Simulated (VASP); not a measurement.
# Ga4P3N in VASP: single point with PBEsol

Aim: the single point of Ga4P3N with PBEsol.

Program: VASP 6.6.1. These are calculated values, not measurements. Logs are shortened: lines on timing, memory, paths and dates and some standing lists are left out, and cuts for length are marked.

### 1 The cell of the first run

The typed cell holds 64 atoms: a = 10.388 Å, b = 10.388 Å, c = 10.388 Å, α = 90.00°, β = 90.00°, γ = 90.00°.

### 2 Single point, PBEsol

Contents of INCAR:

```
SYSTEM = Ga4P3N
ALGO     = Normal         ! electronic algorithm
EDIFF    = 1E-6           ! SCF threshold, eV
ENCUT    = 700            ! plane-wave cutoff, eV
GGA      = PS             ! functional
GGA_COMPAT= .FALSE.      
ISIF     = 2              ! what is computed and relaxed
ISMEAR   = -1             ! smearing method
ISYM     = -1           
LASPH    = .TRUE.         ! aspherical terms in the spheres
LCHARG   = .FALSE.        ! write CHGCAR
LREAL    = Auto         
LWAVE    = .FALSE.        ! write WAVECAR
NBANDS   = 326            ! bands
NELM     = 120            ! most SCF steps
PREC     = Accurate       ! precision mode
SIGMA    = 0.05           ! smearing width, eV
```

Contents of KPOINTS:

```
explicit points
1
Reciprocal
  0.25000000   0.25000000   0.25000000 1
```

Contents of POSCAR:

```
Ga4P3N
1.0
   10.3878183724      0.0000000000      0.0000000000
    0.0000000000     10.3878183724      0.0000000000
    0.0000000000      0.0000000000     10.3878183724
Ga P N
32 24 8
Direct
    0.9851900000      0.0169170000      0.9885990000
    0.0174620000      0.9834510000      0.4914900000
    0.9883360000      0.5169120000      0.9854580000
    0.9847260000      0.5201220000      0.4829190000
    0.4826620000      0.0201330000      0.9849910000
    0.5215750000      0.9829250000      0.4831640000
    0.4912340000      0.4834560000      0.0177390000
    0.4829040000      0.4829380000      0.5218390000
    0.2755100000      0.2513100000      0.0014700000
    0.2636010000      0.2634390000      0.5168200000
    0.2477840000      0.7515750000      0.0040870000
    0.2330070000      0.7636040000      0.4874390000
    0.7628430000      0.2351950000      0.9869780000
    0.7471040000      0.2506870000      0.5023200000
    0.7632920000      0.7355560000      0.9873180000
    0.7488290000      0.7511430000      0.4746000000
    0.2279230000      0.9821860000      0.2667950000
    0.2671380000      0.0195760000      0.7652040000
    0.2665200000      0.4821770000      0.2281680000
    0.2587020000      0.4828900000      0.7320040000
    0.7317350000      0.9828810000      0.2589420000
    0.7639500000      0.0166490000      0.7619970000
    0.7649330000      0.5195710000      0.2673970000
    0.7617500000      0.5166390000      0.7642050000
    0.0038020000      0.2515700000      0.2480410000
    0.9870730000      0.2355590000      0.7635330000
    0.0011980000      0.7513080000      0.2757980000
    0.9867330000      0.7351900000      0.7630950000
    0.4871730000      0.2635940000      0.2332680000
    0.4743510000      0.2511450000      0.7490960000
    0.5165650000      0.7634250000      0.2638640000
    0.5020770000      0.7506840000      0.7473850000
    0.1307950000      0.1232780000      0.1213760000
    0.1278840000      0.1256240000      0.6290560000
    0.1211020000      0.6232870000      0.1310630000
    0.1209840000      0.6249230000      0.6222030000
    0.6219550000      0.1249300000      0.1212450000
    0.6187850000      0.1235120000      0.6288490000
    0.6288110000      0.6256270000      0.1281410000
    0.6286010000      0.6235190000      0.6190480000
    0.3758110000      0.8814870000      0.1315000000
    0.3750350000      0.8808350000      0.6192300000
    0.8735400000      0.3812630000      0.1218360000
    0.8769860000      0.3810530000      0.6280320000
    0.8756890000      0.8716740000      0.1273340000
    0.8737220000      0.8712830000      0.6234810000
    0.3749840000      0.1236060000      0.3743700000
    0.3741000000      0.6236080000      0.3752420000
    0.3739410000      0.6158980000      0.8753810000
    0.8751070000      0.1158940000      0.3741960000
    0.1312310000      0.3814820000      0.3760610000
    0.1270730000      0.3716830000      0.8759450000
    0.1215760000      0.8812600000      0.8738160000
    0.6189590000      0.3808400000      0.3752900000
    0.6232180000      0.3712950000      0.8739880000
    0.6277860000      0.8810640000      0.8772440000
    0.3768710000      0.3689460000      0.1184670000
    0.3733160000      0.3688510000      0.6316190000
    0.3749110000      0.1380230000      0.8751690000
    0.8748690000      0.1261740000      0.8749400000
    0.8749080000      0.6380250000      0.3751740000
    0.8746820000      0.6261700000      0.8751280000
    0.1182030000      0.8689500000      0.3771390000
    0.6313610000      0.8688510000      0.3735660000
```

Potentials or basis: VASP PAW PBE potentials, release 64 (Ga_d, P, N).

Run with:

```
> cat potpaw_PBE.64/Ga_d/POTCAR potpaw_PBE.64/P/POTCAR potpaw_PBE.64/N/POTCAR > POTCAR
> mpirun -np 1 vasp_std > vasp.out
```

OUTCAR:

```text
SYSTEM = Ga4P3N
   EDIFF = 1E-6
   ENCUT = 700
   GGA = PS
   ISIF = 2
   ISMEAR = -1
   ISYM = -1
   LASPH = .TRUE.
   LREAL = Auto
   NELM = 120
   PREC = Accurate

 ion  position               nearest neighbor table
   1  0.985  0.017  0.989-  60 2.00  33 2.33  53 2.33  45 2.38
   2  0.017  0.983  0.491-  63 1.98  46 2.34  34 2.35  50 2.36
   3  0.988  0.517  0.985-  62 2.00  35 2.33  43 2.33  52 2.38
   4  0.985  0.520  0.483-  61 2.01  36 2.30  44 2.37  51 2.37
   5  0.483  0.020  0.985-  59 2.01  37 2.30  56 2.37  41 2.37
   6  0.522  0.983  0.483-  64 2.00  42 2.33  38 2.33  47 2.39
[... 56 lines left out ...]
  63  0.118  0.869  0.377-   2 1.98  12 1.98  17 2.00  27 2.02
  64  0.631  0.869  0.374-  21 1.98  31 1.98   6 2.00  16 2.02

IMPORTANT INFORMATION: All symmetrisations will be switched off!
NOSYMM: (Re-)initialisation of all symmetry stuff for point group C_1.

----------------------------------------------------------------------------------------

                                     Primitive cell

  volume of cell :    1120.9159

  direct lattice vectors                    reciprocal lattice vectors
    10.387818372  0.000000000  0.000000000     0.096266604  0.000000000  0.000000000
     0.000000000 10.387818372  0.000000000     0.000000000  0.096266604  0.000000000
     0.000000000  0.000000000 10.387818372     0.000000000  0.000000000  0.096266604

  length of vectors
    10.387818372 10.387818372 10.387818372     0.096266604  0.096266604  0.096266604

  position of ions in fractional coordinates (direct lattice)
     0.985190000  0.016917000  0.988599000
     0.017462000  0.983451000  0.491490000
     0.988336000  0.516912000  0.985458000
     0.984726000  0.520122000  0.482919000
     0.482662000  0.020133000  0.984991000
     0.521575000  0.982925000  0.483164000
[... 56 lines left out ...]
     0.118203000  0.868950000  0.377139000
     0.631361000  0.868851000  0.373566000

  ion indices of the primitive-cell ions
   primitive index   ion index
                 1           1
                 2           2
                 3           3
                 4           4
                 5           5
                 6           6
[... 56 lines left out ...]
                63          63
                64          64

----------------------------------------------------------------------------------------

 KPOINTS: explicit points

Read explicit list of k-points.

 Found      1 k-points:

 Following reciprocal coordinates:
            Coordinates               Weight
  0.250000  0.250000  0.250000      1.000000
   k-points           NKPTS =      1   k-points in BZ     NKDIM =      1   number of bands    NBANDS=    326
   number of dos      NEDOS =    301   number of ions     NIONS =     64
   total plane-waves  NPLWV = 729000
   dimension x,y,z NGX =    90 NGY =   90 NGZ =   90
   dimension x,y,z NGXF=   180 NGYF=  180 NGZF=  180
   ions per type =              32  24   8
   NGX,Y,Z   is equivalent  to a cutoff of  14.40, 14.40, 14.40 a.u.
   NGXF,Y,Z  is equivalent  to a cutoff of  28.81, 28.81, 28.81 a.u.
 SYSTEM =  Ga4P3N
   PREC   = accura    normal or accurate (medium, high low for compatibility)
   ISTART =      0    job   : 0-new  1-cont  2-samecut
   ICHARG =      2    charge: 1-file 2-atom 10-const
   ISPIN  =      1    spin polarized calculation?
   LNONCOLLINEAR =      F non collinear calculations
   LSORBIT =      F    spin-orbit coupling
   LASPH  =      T    aspherical Exc in radial PAW
   ENCUT  =  700.0 eV  51.45 Ry    7.17 a.u.  22.41 22.41 22.41*2*pi/ulx,y,z
   NELM   =    120;   NELMIN=  2; NELMDL= -5     # of ELM steps
   EDIFF  = 0.1E-05   stopping-criterion for ELM
   LREAL  =      T    real-space projection
   EDIFFG = 0.1E-04   stopping-criterion for IOM
   NSW    =      0    number of steps for IOM
   IBRION =     -1    ionic relax: 0-MD 1-quasi-New 2-CG
   NFREE  =      0    steps in history (QN), initial steepest desc. (CG)
   ISIF   =      2    stress and relaxation
   ISYM   =     -1    0-nonsym 1-usesym 2-fastsym
   POTIM  = 0.5000    time-step for ionic-motion
   TEBEG  =    0.0;   TEEND  =   0.0 temperature during run
   PSTRESS=    0.0 pullay stress
   NELECT =     576.0000    total number of electrons
   NUPDOWN=      -1.0000    fix difference up-down
   EMIN   =  10.00;   EMAX   =-10.00  energy-range for DOS
   EFERMI =   0.00;   METHOD = LEGACY
   ISMEAR =    -1;   SIGMA  =   0.05  broadening in eV -4-tet -1-fermi 0-gaus
   EFERMI_NEDOS =   21; number of points for ismear=-14 and -15
   IALGO  =     38    algorithm
   IMIX   =      4    mixing-type and parameters
     AMIX     =   0.40;   BMIX     =  1.00
     AMIX_MAG =   1.60;   BMIX_MAG =  1.00
  volume/ion in A,a.u.               =      17.51       118.19
  Fermi-wavevector in a.u.,A,eV,Ry     =   1.311268  2.477936 23.394164  1.719423
  Thomas-Fermi vector in A             =   2.441741
   LORBIT       =      0    0 simple, 1 ext, 2 COOP (PROOUT), +10 PAW based schemes
   GGA     = PS    functional components
   LHFCALC =     F    Hartree Fock is set to
   AEXX    =    0.0000 exact exchange contribution
   IVDW    =     0    specifies the selected vdW correction
   LEPSILON=     F    determine dielectric tensor
   LRPA    =     F    only Hartree local field effects (RPA)
 non-spin polarized calculation
  energy-cutoff  :      700.00
  volume of cell :     1120.92
 maximum number of plane-waves:     47135
 NGX is ok and might be reduce to    90
   NGX = 45   NGY = 45   NGZ = 45

 number of electron     576.0000007 magnetization

 Free energy of the ion-electron system (eV)
  ---------------------------------------------------
  ext. energy  EPLUGINS =         0.00000000
  ---------------------------------------------------
  free energy    TOTEN  =      -336.94529290 eV

  energy without entropy =     -336.94529239  energy(sigma->0) =     -336.94529265

 E-fermi :   5.7502     XC(G=0): -10.5112

 val. band max:        4.9603964659   @ k =   0.2500   0.2500   0.2500
 cond. band min:       6.5506408651   @ k =   0.2500   0.2500   0.2500
 fundamental gap:      1.5902443992
 Fermi energy:         5.7502178680

 k-point     1 :       0.2500    0.2500    0.2500
  band No.  band energies     occupation
      1     -10.8646      2.00000
      2     -10.8585      2.00000
      3     -10.8425      2.00000
      4     -10.8403      2.00000
      5     -10.8161      2.00000
      6     -10.8108      2.00000
[... 292 lines left out ...]
    299       7.7109      0.00000
    300       7.7811      0.00000
 [bands above 300 left out]

------------------------ aborting loop because EDIFF is reached ----------------------------------------

  FORCE on cell =-STRESS in cart. coord.  units (eV):
  Direction    XX          YY          ZZ          XY          YZ          ZX
  --------------------------------------------------------------------------------------
  -------------------------------------------------------------------------------------
  Total       -1.4463865      0.7312624     -1.4379112     -5.2948370     -5.2732589     -5.1043005
  in kB       -2.0673876      1.0452274     -2.0552734     -7.5681571     -7.5373145     -7.2958143
  external PRESSURE =      -1.0258112 kB  Pullay stress =       0.0000000 kB

 VOLUME and BASIS-vectors are now :
 -----------------------------------------------------------------------------
  energy-cutoff  :      700.00
  volume of cell :     1120.92
      direct lattice vectors                 reciprocal lattice vectors
    10.387818372  0.000000000  0.000000000     0.096266604  0.000000000  0.000000000
     0.000000000 10.387818372  0.000000000     0.000000000  0.096266604  0.000000000
     0.000000000  0.000000000 10.387818372     0.000000000  0.000000000  0.096266604

 POSITION                                       TOTAL-FORCE (eV/Angst)
 -----------------------------------------------------------------------------------
     10.23397      0.17573     10.26939         0.008926      0.001042      0.003145
      0.18139     10.21591      5.10551        -0.000845      0.005625      0.009309
     10.26665      5.36959     10.23676         0.002928      0.000624      0.011763
     10.22915      5.40293      5.01647         0.009113     -0.009396      0.010300
      5.01381      0.20914     10.23191         0.009356     -0.008162      0.009549
      5.41803     10.21045      5.01902        -0.005208     -0.003871      0.004151
[... 56 lines left out ...]
      1.22787      9.02649      3.91765         0.002540      0.003552      0.003329
      6.55846      9.02547      3.88054        -0.002820      0.004433     -0.005760
 -----------------------------------------------------------------------------------
    total drift:                                0.046275     -0.090533      0.051458

  FREE ENERGIE OF THE ION-ELECTRON SYSTEM (eV)
  ---------------------------------------------------
  free  energy   TOTEN  =      -336.9452928997 eV

  energy  without entropy=     -336.9452923927  energy(sigma->0) =     -336.94529265
```

Run time: 25 min. Hardware: 1 thread of Intel Xeon Platinum 8259CL at 2.50GHz (Skylake/Cascade Lake), shared host; peak memory 1.5 GiB.

Results:

| Item | Value |
| --- | --- |
| Free energy | -336.9453 eV |
| Pressure | -0.1 GPa |
| Largest force | 0.017 eV/Å |
| Band gap on the k mesh | 1.59 eV |

Forces on the atoms (eV/Å):
```
Ga   0.009  0.001  0.003
Ga  -0.001  0.006  0.009
Ga   0.003  0.001  0.012
Ga   0.009 -0.009  0.010
Ga   0.009 -0.008  0.010
Ga  -0.005 -0.004  0.004
Ga   0.010  0.002 -0.001
Ga   0.003 -0.003 -0.003
Ga  -0.005  0.001  0.006
Ga  -0.005 -0.001  0.002
Ga  -0.004  0.000  0.006
Ga   0.004 -0.005  0.008
Ga  -0.010  0.005  0.004
Ga  -0.003 -0.001  0.004
Ga  -0.006  0.005  0.004
Ga  -0.002  0.000  0.010
Ga   0.000 -0.004 -0.008
Ga  -0.010 -0.005 -0.008
Ga  -0.006 -0.002  0.000
Ga  -0.012  0.001 -0.006
Ga  -0.006  0.000 -0.007
Ga  -0.012 -0.003 -0.001
Ga  -0.010 -0.005 -0.006
Ga  -0.006 -0.003 -0.014
Ga   0.002  0.001 -0.003
Ga   0.003  0.010 -0.004
Ga   0.009  0.004 -0.010
Ga   0.001  0.007 -0.009
Ga   0.014 -0.005  0.001
Ga   0.009  0.002 -0.002
Ga   0.002 -0.002 -0.007
Ga   0.005  0.002 -0.005
P    0.003 -0.003  0.003
P    0.000  0.000  0.003
P    0.007 -0.003  0.001
P    0.002 -0.008 -0.003
P   -0.004 -0.008  0.001
P    0.005  0.003 -0.003
P    0.003 -0.001  0.000
P   -0.002  0.003  0.005
P   -0.002 -0.003  0.001
P    0.003 -0.001 -0.001
P    0.007 -0.002  0.000
P   -0.008  0.001 -0.004
P   -0.002  0.000 -0.005
P    0.005  0.000  0.002
P    0.002  0.004 -0.001
P   -0.002  0.003  0.001
P    0.003  0.003  0.001
P    0.000  0.001  0.001
P    0.001 -0.002 -0.004
P   -0.003  0.000 -0.003
P   -0.002  0.000  0.005
P   -0.002  0.001  0.006
P    0.004  0.000  0.003
P   -0.004 -0.001 -0.006
N    0.003  0.004  0.002
N   -0.007  0.005 -0.002
N    0.000  0.002  0.001
N    0.000  0.003  0.000
N    0.000  0.000  0.000
N    0.001  0.003 -0.001
N    0.003  0.004  0.003
N   -0.003  0.004 -0.006
```

Caveat: the PAW data sets were made with another functional, which shifts forces and pressure a little; a shifted mesh leaves out Γ, where band edges can lie. A k mesh can miss the band edges.
